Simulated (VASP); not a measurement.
# Nb2Te6Mo (P-3m1) in VASP: notebook

Runs on Nb2Te6Mo. Level: PBE. Tasks: relaxation of cell and atoms, single point.

Everything below comes from runs of VASP 6.6.1. Logs are shortened: lines on timing, memory, paths and dates and some standing lists are left out, and cuts for length are marked.

## Step 1: The cell of the first run

It takes space group P-3m1 (No. 164, trigonal). Conventional cell: a = 3.724 Å, b = 3.724 Å, c = 21.464 Å, α = 90.00°, β = 90.00°, γ = 120.00°. Within 3.8 Å of Nb (site symmetry 3m) lie 6 Te at 2.82 Å and 6 Nb at 3.72 Å. Within 3.8 Å of Te (site symmetry 3m) lie 3 Nb at 2.82 Å and 6 Te at 3.72 Å. Te (site symmetry 3m) has 3 Mo at 2.82 Å and 6 Te at 3.72 Å within 3.8 Å. Te (site symmetry 3m) has 3 Nb at 2.82 Å and 6 Te at 3.72 Å within 3.8 Å. Within 3.8 Å of Mo (site symmetry -3m) lie 6 Te at 2.82 Å and 6 Mo at 3.72 Å.

## Step 2: Relaxation of cell and atoms, PBE

Input file INCAR:

```
SYSTEM = Nb2Te6Mo
PREC     = Accurate       ! precision mode
ENCUT    = 600            ! plane-wave cutoff, eV
EDIFF    = 1E-7           ! SCF threshold, eV
ISMEAR   = 0              ! smearing method
SIGMA    = 0.1            ! smearing width, eV
LREAL    = .FALSE.        ! projectors in reciprocal space
LASPH    = .TRUE.         ! aspherical terms in the spheres
NELM     = 80             ! most SCF steps
ALGO     = Normal         ! electronic algorithm
ISIF     = 3              ! what is computed and relaxed
LWAVE    = .FALSE.        ! write WAVECAR
LCHARG   = .FALSE.        ! write CHGCAR
GGA      = PE             ! functional
IBRION   = 2              ! ionic algorithm
NSW      = 90             ! ionic steps
EDIFFG   = -0.04          ! ionic threshold
```

Input file KPOINTS:

```
regular mesh
0
G
  6 6 1
  0 0 0
```

Input file POSCAR:

```
Nb2Te6Mo
1.0
    3.7237674800      0.0000000000      0.0000000000
   -1.8618837400      3.2248772400      0.0000000000
    0.0000000000      0.0000000000     21.4638403000
Nb Te Mo
2 6 1
Direct
    0.0000000000      0.0000000000      0.8333333300
    0.0000000000      0.0000000000      0.1666666700
    0.6666666700      0.3333333300      0.0818774100
    0.6666666700      0.3333333300      0.4152107400
    0.6666666700      0.3333333300      0.7485440800
    0.3333333300      0.6666666700      0.9181225900
    0.3333333300      0.6666666700      0.2514559200
    0.3333333300      0.6666666700      0.5847892600
    0.0000000000      0.0000000000      0.5000000000
```

Potentials or basis: VASP PAW PBE potentials, release 64 (Nb_sv, Te, Mo_sv).

On the command line:

```
$ cat potpaw_PBE.64/Nb_sv/POTCAR potpaw_PBE.64/Te/POTCAR potpaw_PBE.64/Mo_sv/POTCAR > POTCAR
$ mpirun -np 1 vasp_std > vasp.out
```

OUTCAR:

```text
SYSTEM = Nb2Te6Mo
   PREC = Accurate
   ENCUT = 600
   EDIFF = 1E-7
   ISMEAR = 0
   LREAL = .FALSE.
   LASPH = .TRUE.
   NELM = 80
   ISIF = 3
   GGA = PE
   IBRION = 2
   NSW = 90
   EDIFFG = -0.04

 ion  position               nearest neighbor table
   1  0.000  0.000  0.833-   5 2.82   5 2.82   5 2.82   6 2.82   6 2.82   6 2.82
   2  0.000  0.000  0.167-   7 2.82   7 2.82   7 2.82   3 2.82   3 2.82   3 2.82
   3  0.667  0.333  0.082-   2 2.82   2 2.82   2 2.82
   4  0.667  0.333  0.415-   9 2.82   9 2.82   9 2.82
   5  0.667  0.333  0.749-   1 2.82   1 2.82   1 2.82
   6  0.333  0.667  0.918-   1 2.82   1 2.82   1 2.82
   7  0.333  0.667  0.251-   2 2.82   2 2.82   2 2.82
   8  0.333  0.667  0.585-   9 2.82   9 2.82   9 2.82
   9  0.000  0.000  0.500-   4 2.82   8 2.82   4 2.82   8 2.82   4 2.82   8 2.82

  LATTYP: Found a hexagonal cell.
 ALAT       =     3.7237674800
 C/A-ratio  =     5.7640119624

  Lattice vectors:

 A1 = (   3.7237674800,   0.0000000000,   0.0000000000)
 A2 = (  -1.8618837400,   3.2248772400,   0.0000000000)
 A3 = (   0.0000000000,   0.0000000000,  21.4638403000)

Analysis of symmetry for initial positions (statically):
=====================================================================
 Subroutine PRICEL returns:
 Original cell was already a primitive cell.

 Routine SETGRP: Setting up the symmetry group for a
 hexagonal supercell.

 Subroutine GETGRP returns: Found 12 space group operations
 (whereof 12 operations were pure point group operations)
 out of a pool of 24 trial point group operations.

The static configuration has the point symmetry D_3d.

Analysis of symmetry for dynamics (positions and initial velocities):
=====================================================================
 Subroutine PRICEL returns:
 Original cell was already a primitive cell.

 Routine SETGRP: Setting up the symmetry group for a
 hexagonal supercell.

 Subroutine GETGRP returns: Found 12 space group operations
 (whereof 12 operations were pure point group operations)
 out of a pool of 24 trial point group operations.

The dynamic configuration has the point symmetry D_3d.

 Subroutine INISYM returns: Found 12 space group operations
 (whereof 12 operations are pure point group operations),
 and found     1 'primitive' translations

----------------------------------------------------------------------------------------

                                     Primitive cell

  volume of cell :     257.7527

  direct lattice vectors                    reciprocal lattice vectors
[... 105 lines left out ...]
  Fermi-wavevector in a.u.,A,eV,Ry     =   1.089628  2.059099 16.154054  1.187289
  Thomas-Fermi vector in A             =   2.225835
   LORBIT       =      0    0 simple, 1 ext, 2 COOP (PROOUT), +10 PAW based schemes
   GGA     = PE    functional components
   LHFCALC =     F    Hartree Fock is set to
   AEXX    =    0.0000 exact exchange contribution
   IVDW    =     0    specifies the selected vdW correction
   LEPSILON=     F    determine dielectric tensor
   LRPA    =     F    only Hartree local field effects (RPA)
 conjugate gradient relaxation of ions
 non-spin polarized calculation
 Gauss-broadening in eV      SIGMA  =   0.10
  energy-cutoff  :      600.00
  volume of cell :      257.75
 maximum number of plane-waves:      8683
 NGX is ok and might be reduce to    30
   NGX = 15   NGY = 15   NGZ = 85

--------------------------------------- Ionic step        1  -------------------------------------------

 number of electron      75.9999996 magnetization

 Free energy of the ion-electron system (eV)
  ---------------------------------------------------
  ext. energy  EPLUGINS =         0.00000000
  ---------------------------------------------------
  free energy    TOTEN  =       -52.89036351 eV

  energy without entropy =      -52.84876185  energy(sigma->0) =      -52.86956268

------------------------ aborting loop because EDIFF is reached ----------------------------------------

  FORCE on cell =-STRESS in cart. coord.  units (eV):
  Direction    XX          YY          ZZ          XY          YZ          ZX
  --------------------------------------------------------------------------------------
  -------------------------------------------------------------------------------------
  Total       -4.6127483     -4.6127483     -1.6013189      0.0000000      0.0000000     -0.0000000
  in kB      -28.6726060    -28.6726061     -9.9537156      0.0000000      0.0000000     -0.0000000
  external PRESSURE =     -22.4329759 kB  Pullay stress =       0.0000000 kB
[... 30 lines left out ...]
--------------------------------------- Ionic step        2  -------------------------------------------

 number of electron      76.0000004 magnetization

 E-fermi :   7.7911     XC(G=0): -10.0352

 val. band max:        7.7759226107   @ k =   0.0000   0.0000   0.0000
 cond. band min:       7.8011506632   @ k =   0.1667   0.1667   0.0000
 fundamental gap:      0.0252280524
 Fermi energy:         7.7911228106

 k-point     1 :       0.0000    0.0000    0.0000
  band No.  band energies     occupation
      1     -53.7318      2.00000
      2     -47.5417      2.00000
      3     -47.5417      2.00000
      4     -27.8285      2.00000
      5     -27.8285      2.00000
      6     -27.7761      2.00000
[... 404 lines left out ...]
  FREE ENERGIE OF THE ION-ELECTRON SYSTEM (eV)
  ---------------------------------------------------
  free  energy   TOTEN  =       -52.9748881000 eV

  energy  without entropy=      -52.9338219002  energy(sigma->0) =      -52.95435500

[... ionic steps 4 to 9 ...]

--------------------------------------- Ionic step       10  -------------------------------------------

 number of electron      76.0000001 magnetization

------------------------ aborting loop because EDIFF is reached ----------------------------------------
[... 81 lines left out ...]
--------------------------------------- Ionic step       12  -------------------------------------------

 number of electron      76.0000000 magnetization

 Free energy of the ion-electron system (eV)
  ---------------------------------------------------
  ext. energy  EPLUGINS =         0.00000000
  ---------------------------------------------------
  free energy    TOTEN  =       -53.03328034 eV

  energy without entropy =      -52.99362123  energy(sigma->0) =      -53.01345079

 E-fermi :   7.4056     XC(G=0):  -9.8778

 val. band max:        7.3401022018   @ k =   0.1667   0.1667   0.0000
 cond. band min:       7.4140590080   @ k =   0.1667   0.1667   0.0000
 fundamental gap:      0.0739568061
 Fermi energy:         7.4056200415

 k-point     1 :       0.0000    0.0000    0.0000
  band No.  band energies     occupation
      1     -54.1271      2.00000
      2     -47.9892      2.00000
      3     -47.9892      2.00000
      4     -28.2112      2.00000
      5     -28.2112      2.00000
      6     -28.1691      2.00000
[... 361 lines left out ...]
  FREE ENERGIE OF THE ION-ELECTRON SYSTEM (eV)
  ---------------------------------------------------
  free  energy   TOTEN  =       -53.0332803430 eV

  energy  without entropy=      -52.9936212305  energy(sigma->0) =      -53.01345079

 reached required accuracy - stopping structural energy minimisation
```

CONTCAR:

```text
Nb2Te6Mo
   1.00000000000000
     3.6334298498841253    0.0000000000000001   -0.0000000000000001
    -1.8167149249420627    3.1466425570722425    0.0000000000000001
    -0.0000000000000006   -0.0000000000000000   21.9491707615938623
  Nb              Te              Mo
     2     6     1
Direct
     0.0000000000000000    0.0000000000000000    0.8333707597701958
     1.0000000000000000    1.0000000000000000    0.1666292402298042
     0.6666666699999979    0.3333333300000021    0.0815752991870027
     0.6666666699999979    0.3333333300000021    0.4178003364848197
     0.6666666699999979    0.3333333300000021    0.7482791127239413
     0.3333333300000021    0.6666666699999979    0.9184247008129973
     0.3333333300000021    0.6666666699999979    0.2517208872760586
     0.3333333300000021    0.6666666699999979    0.5821996635151803
     0.0000000000000000    1.0000000000000000    0.5000000000000000

  0.00000000E+00  0.00000000E+00  0.00000000E+00
  0.00000000E+00  0.00000000E+00  0.00000000E+00
  0.00000000E+00  0.00000000E+00  0.00000000E+00
  0.00000000E+00  0.00000000E+00  0.00000000E+00
  0.00000000E+00  0.00000000E+00  0.00000000E+00
  0.00000000E+00  0.00000000E+00  0.00000000E+00
  0.00000000E+00  0.00000000E+00  0.00000000E+00
  0.00000000E+00  0.00000000E+00  0.00000000E+00
  0.00000000E+00  0.00000000E+00  0.00000000E+00
```

It took 29 min on 1 thread of AMD EPYC 7R13 (Zen 3), shared host; peak memory 0.47 GiB.

Results:

```yaml
Free_energy: -53.0333 eV
Relaxed_volume: 27.88 Å³/atom
Relaxed_cell: a = 3.633 Å, b = 3.633 Å, c = 21.949 Å, α = 90.00°, β = 90.00°, γ = 120.00°
Space_group_after_relaxing_to_0.1_Å: P-3m1 (No. 164)
Energy_gained_by_relaxing: 15.9 meV/atom
Ionic_steps: 12
Pressure_after_relaxing: -0.1 GPa
Largest_force_after_relaxing: 0.031 eV/Å
Band_gap_on_the_k_mesh: zero (bands 38 and 39 overlap by 0.78 eV)
```

Forces in eV/Å, atoms in the order of the input:
```
Nb   0.000  0.000 -0.016
Nb   0.000  0.000  0.016
Te   0.000  0.000  0.013
Te   0.000  0.000  0.009
Te   0.000  0.000  0.031
Te   0.000  0.000 -0.013
Te   0.000  0.000 -0.031
Te   0.000  0.000 -0.009
Mo   0.000  0.000  0.000
```

The path:
| step | energy change (eV) | largest force (eV/Å) | pressure (GPa) | volume (Å³) |
| --- | --- | --- | --- | --- |
| 1 | 0.0000 | 0.5813 | -2.24 | 257.75 |
| 2 | -0.0441 | 0.6387 | 2.60 | 243.06 |
| 3 | -0.0845 | 0.3850 | 0.48 | 248.88 |
| 4 | -0.1321 | 0.0995 | 0.22 | 247.89 |
| 5 | -0.1375 | 0.0416 | 0.12 | 247.40 |
| 6 | -0.1375 | 0.0431 | 0.11 | 247.37 |
| 7 | -0.1383 | 0.0599 | -0.03 | 248.06 |
| 8 | -0.1388 | 0.0877 | -0.24 | 249.12 |
| 9 | -0.1390 | 0.0852 | -0.24 | 249.20 |
| 10 | -0.1398 | 0.0773 | -0.22 | 249.45 |
| 11 | -0.1411 | 0.0619 | -0.18 | 249.95 |
| 12 | -0.1429 | 0.0309 | -0.11 | 250.95 |

Final structure:
```yaml
crystal:
  lattice:
    - [3.63343, 0.00000, 0.00000]
    - [-1.81671, 3.14664, 0.00000]
    - [0.00000, 0.00000, 21.94917]
  atoms:
    - { symbol: Nb, position: [0.00000, 0.00000, 0.83337] }
    - { symbol: Nb, position: [0.00000, 0.00000, 0.16663] }
    - { symbol: Te, position: [0.66667, 0.33333, 0.08158] }
    - { symbol: Te, position: [0.66667, 0.33333, 0.41780] }
    - { symbol: Te, position: [0.66667, 0.33333, 0.74828] }
    - { symbol: Te, position: [0.33333, 0.66667, 0.91842] }
    - { symbol: Te, position: [0.33333, 0.66667, 0.25172] }
    - { symbol: Te, position: [0.33333, 0.66667, 0.58220] }
    - { symbol: Mo, position: [0.00000, 0.00000, 0.50000] }
```

Levels at points of the mesh, in eV from the Fermi level:
| k point | band 34 | band 35 | band 36 | band 37 | band 38 | band 39 | band 40 | band 41 | band 42 | band 43 |
| --- | --- | --- | --- | --- | --- | --- | --- | --- | --- | --- |
| (0.00, 0.00, 0.00) | -0.26 | 0.06 | 0.06 | 0.07 | 0.07 | 0.08 | 0.82 | 0.82 | 1.09 | 1.09 |
| (0.50, 0.00, 0.00) | -1.60 | -1.16 | -1.02 | -1.01 | -0.67 | -0.57 | 0.26 | 0.79 | 1.57 | 1.57 |

Caveat: spin-orbit coupling is left out, which moves the levels of the heavy elements; this functional lacks dispersion, which binds layers or chains, so the pressure and a relaxed spacing across them are unreliable.

## Step 3: Single point, PBE

This run uses another cell than the first one, of 28.81 Å³/atom.

Input file INCAR:

```
SYSTEM = Nb2Te6Mo
PREC = Accurate
ENCUT = 520
EDIFF = 1E-7
ISMEAR = 0
SIGMA = 0.1
LREAL = .FALSE.
LASPH = .TRUE.
NELM = 60
ALGO = Normal
ISIF = 2
LWAVE = .FALSE.
LCHARG = .FALSE.
GGA = PE
NBANDS = 48
```

Input file KPOINTS:

```
regular mesh
0
G
  12 12 2
  0 0 0
```

Input file POSCAR:

```
Nb2Te6Mo
1.0
    3.6310234572      0.0000000000      0.0000000000
   -1.8155117286      3.1445585557      0.0000000000
    0.0000000000      0.0000000000     22.7056203380
Nb Te Mo
2 6 1
Direct
    0.0000000000      0.0000000000      0.8370382562
    0.0000000000      0.0000000000      0.1629617438
    0.6666666667      0.3333333333      0.0810114206
    0.6666666667      0.3333333333      0.4206711480
    0.6666666667      0.3333333333      0.7545636692
    0.3333333333      0.6666666667      0.9189885794
    0.3333333333      0.6666666667      0.2454363308
    0.3333333333      0.6666666667      0.5793288520
    0.0000000000      0.0000000000      0.5000000000
```

Potentials or basis: VASP PAW PBE potentials, release 64 (Nb_sv, Te, Mo_sv).

On the command line:

```
$ cat potpaw_PBE.64/Nb_sv/POTCAR potpaw_PBE.64/Te/POTCAR potpaw_PBE.64/Mo_sv/POTCAR > POTCAR
$ mpirun -np 1 vasp_std > vasp.out
```

It took 16 min on 1 thread of AMD EPYC 7R13 (Zen 3), shared host; peak memory 0.63 GiB.

Results (log left out):

```
Free energy            : -53.0192 eV
Pressure               : -0.1 GPa
Largest force          : 0.013 eV/Å
Band gap on the k mesh : zero (bands 38 and 39 overlap by 0.85 eV)
```

Forces in eV/Å, atoms in the order of the input:
```
Nb   0.000  0.000  0.001
Nb   0.000  0.000 -0.001
Te   0.000  0.000  0.006
Te   0.000  0.000 -0.013
Te   0.000  0.000  0.006
Te   0.000  0.000 -0.006
Te   0.000  0.000 -0.006
Te   0.000  0.000  0.013
Mo   0.000  0.000  0.000
```

Levels at points of the mesh, in eV from the Fermi level:
```
           k point  band 36  band 37  band 38  band 39  band 40  band 41
(0.00, 0.00, 0.00)     0.16     0.16     0.16     0.16     0.93     0.93
(0.50, 0.00, 0.00)    -0.92    -0.91    -0.55    -0.45     0.36     0.90
(0.00, 0.00, 0.50)     0.16     0.16     0.16     0.16     0.93     0.93
(0.50, 0.00, 0.50)    -0.92    -0.91    -0.55    -0.45     0.36     0.90
```

Caveat: spin-orbit coupling is left out, which moves the levels of the heavy elements; this functional lacks dispersion, which binds layers or chains, so the pressure and a relaxed spacing across them are unreliable.

The gap in the log of VASP goes by the Fermi energy; the results here count the filled bands.